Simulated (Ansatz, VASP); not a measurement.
**Two plane-wave programs on IrRu**

```
Ru Ir
1.0
     2.72491    0.00000    0.00000
    -1.36246    2.35984    0.00000
     0.00000    0.00000    4.33070
Ru Ir
1 1
Direct
  0.66667 0.33333 0.00000
  0.00000 0.00000 0.50000
```

Alike in both runs: task single point; functional LDA; k mesh 9 × 9 × 4; occupations gaussian, width 0.1 eV; no spin polarisation.

|  | VASP | Ansatz |
| --- | --- | --- |
| version | VASP 6.6.1 | Ansatz 0.2.0 |
| potentials or method | VASP PAW LDA potentials, release 64 (Ru_pv, Ir), cutoff 520 eV | scalar-relativistic, plane waves, PAW |
| valence electrons in the cell | 23 | 33 |

```tsv
	VASP	Ansatz	Ansatz less VASP
gap on the k mesh at the Fermi level (eV)	none	none	-
pressure (GPa)	-9.8	-11.3	-1.56
traceless stress, the component that is largest in VASP (GPa)	0.26	0.17	-0.093
```

LDA's correlation is that of Perdew and Zunger in VASP and of Perdew and Wang (1992) in Ansatz. A gap of «none» marks a metal or a gap that the smearing closes. VASP's potentials hold 23 valence electrons a cell and Ansatz's 33, so a difference there can come from the potentials and not from the codes.

The k mesh is coarse, so the values compare programs but aren't converged. Spin-orbit coupling is off throughout.
